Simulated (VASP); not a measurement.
Set up this calculation in VASP 6.6.1, as the native input.

- Task: single point
- Functional: LDA
- Potentials or basis: VASP PAW LDA potentials, release 64 (Ga_d)
- Cutoff: 520 eV
- k mesh: 26 × 26 × 26
- Occupations: gaussian, width 0.15 eV
- Spin: no spin polarisation
- Dipole correction: no
- Further INCAR settings: ALGO = Fast; EDIFF = 1e-07; NBANDS = 12

The structure of Ga lies in POSCAR:

```
Ga
1.0
   -1.3212145845      1.3212145845      2.5170831701
    1.3212145845     -1.3212145845      2.5170831701
    1.3212145845      1.3212145845     -2.5170831701
Ga
1
Direct
    0.0000000000      0.0000000000      0.0000000000
```

This cell differs from its parent crystal: ratio of the length along z to the lengths across it x 1.2, volume and fractional coordinates fixed.

The input as run:

INCAR

```
  ALGO = Fast
  EDIFF = 1E-7
  ENCUT = 520
  ISIF = 2
  ISMEAR = 0
  LASPH = True
  LCHARG = False
  LREAL = False
  LWAVE = False
  NBANDS = 12
  NELM = 100
  PREC = Accurate
  SIGMA = 0.15
```

KPOINTS

```
k-points
0
Gamma
  26 26 26
```

Potentials or basis: VASP PAW LDA potentials, release 64 (Ga_d).

Launch:

```sh
$ cat potpaw_LDA.64/Ga_d/POTCAR > POTCAR
$ mpirun -np 1 vasp_std > vasp.out
```

Results of the run:

| Item | Value |
| --- | --- |
| Pressure | -0.4 GPa |
| Band gap on the k mesh | zero (an odd number of electrons rules out a gap without spin polarisation) |

Wall time 8.7 min on 1 thread of Intel Xeon 8259CL, on a shared host, peak memory 0.36 GiB.
